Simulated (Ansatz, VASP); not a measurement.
One calculation of Be3Se4, two programs

```
CELL_PARAMETERS angstrom
5.12043 0.00000 0.00000
0.00000 5.12043 0.00000
0.00000 0.00000 5.12043
ATOMIC_POSITIONS crystal
Be 0.50000 0.00000 0.50000
Be 0.00000 0.50000 0.50000
Be 0.50000 0.50000 0.00000
Se 0.74971 0.74971 0.25029
Se 0.25029 0.25029 0.25029
Se 0.74971 0.25029 0.74971
Se 0.25029 0.74971 0.74971
```

Change from the starting cell: built by hand: ordered-vacancy zincblende (P-43m CdIn2Se4 type) (P-43m, No. 215).

Alike in both runs: functional PBE; k mesh 3 × 3 × 3; occupations gaussian, width 0.2 eV; no spin polarisation.

Ansatz relaxed the structure, and its values are those at the end. VASP's run is a single point on that final structure, the one shown.

```csv
,VASP,Ansatz
version,VASP 6.6.1,Ansatz 0.2.0
potentials or method,"VASP PAW PBE potentials, release 64 (Be, Se), cutoff 520 eV","scalar-relativistic, plane waves, PAW"
valence electrons in the cell,30,70
```

Ansatz gave:

- gap on the k mesh at the Fermi level (eV): none
- pressure (GPa): -0.3
- rms of the force components (eV/Å): 0.001

Problem. Estimate VASP's values.

Solution. gap on the k mesh at the Fermi level (eV): none; pressure (GPa): -0.1; rms of the force components (eV/Å): 0.006.

A gap of «none» marks a metal or a gap that the smearing closes. VASP's potentials hold 30 valence electrons a cell and Ansatz's 70, so a difference there can come from the potentials and not from the codes.

The k mesh is coarse, so the values compare programs but aren't converged.
